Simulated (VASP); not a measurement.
# Ga: single point with PBEsol

The system is Ga.

```xyz
2
Lattice="1.3366 -3.8995 0.0000 1.3366 3.8995 0.0000 0.0000 0.0000 3.2174" Properties=species:S:1:pos:R:3 pbc="T T T"
Ga    1.3366   -2.8588    0.8044
Ga    1.3366    2.8588    2.4131
```

```json
{
  "Program": "VASP 6.6.1",
  "Task": "single point",
  "Functional": "PBEsol",
  "Potentials or basis": "VASP PAW PBE potentials, release 64 (Ga_d)",
  "Cutoff": "520 eV",
  "k mesh": "16 × 16 × 14",
  "Occupations": "fermi-dirac, width 0.15 eV",
  "Spin": "no spin polarisation",
  "Dipole correction": "no",
  "Further INCAR settings": "ALGO = Fast; EDIFF = 1e-07; NBANDS = 20"
}
```

```yaml
Pressure: 5.2 GPa
Band_gap_on_the_k_mesh: zero (bands 13 and 14 overlap by 9.34 eV)
```

Forces on the atoms (eV/Å):
```
Ga   0.000 -0.002  0.000
Ga   0.000  0.002  0.000
```

Levels at points of the mesh, in eV from the Fermi level:
```csv
k point,band 10,band 11,band 12,band 13,band 14,band 15,band 16,band 17
"(0.00, 0.00, 0.00)",-14.68,-12.12,-2.46,-1.43,1.61,5.55,10.24,10.99
"(0.50, 0.00, 0.00)",-14.70,-6.33,-5.61,-1.67,0.17,6.51,7.02,9.13
"(0.50, 0.50, 0.00)",-14.75,-9.94,-9.14,4.04,4.98,6.33,6.58,8.00
"(0.00, 0.00, 0.50)",-14.75,-8.36,-8.36,1.62,1.62,2.65,2.65,12.70
"(0.50, 0.00, 0.50)",-14.70,-2.93,-2.93,-1.78,-1.78,2.07,2.07,4.67
"(0.50, 0.50, 0.50)",-14.85,-6.31,-6.31,-4.93,-4.93,11.80,11.80,12.66
```

Run time: 8.2 min on 1 thread of Intel Xeon 8259CL, with other jobs on the host, peak memory 0.41 GiB.

Caveat: the cell stands under pressure; the PAW data sets were made with another functional, which shifts forces and pressure a little.
